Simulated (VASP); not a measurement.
Ga6HN6 (a cell with a defect), 13 atoms in the cell. The cell holds a defect, 13 atoms: a = 5.243 Å, b = 5.574 Å, c = 5.574 Å, α = 120.00°, β = 90.00°, γ = 90.00°. 

```yaml
Program: VASP 6.6.1
Task: single point
Functional: PBE
Potentials_or_basis: VASP PAW PBE potentials, release 64 (Ga_d, N, H)
Cutoff: 520 eV
k_mesh: 3 × 3 × 3
Occupations: gaussian, width 0.02 eV
Spin: no spin polarisation
Dipole_correction: no
Charge: 1
Further_INCAR_settings: ALGO = Normal; EDIFF = 1e-06; NBANDS = 66; NELECT = 108.0
```

Potentials or basis: VASP PAW PBE potentials, release 64 (Ga_d, N, H).

Run with:

```sh
$ cat potpaw_PBE.64/Ga_d/POTCAR potpaw_PBE.64/N/POTCAR potpaw_PBE.64/H/POTCAR > POTCAR
$ mpirun -np 1 vasp_std > vasp.out
```

Hardware: 1 thread of Intel Xeon 8259CL (shared host).

How long does it take, and how much memory?

Run time: 4.8 min on 1 thread of Intel Xeon 8259CL (shared host), peak memory 0.3 GiB. Counts: scf iterations 17, k points 14.
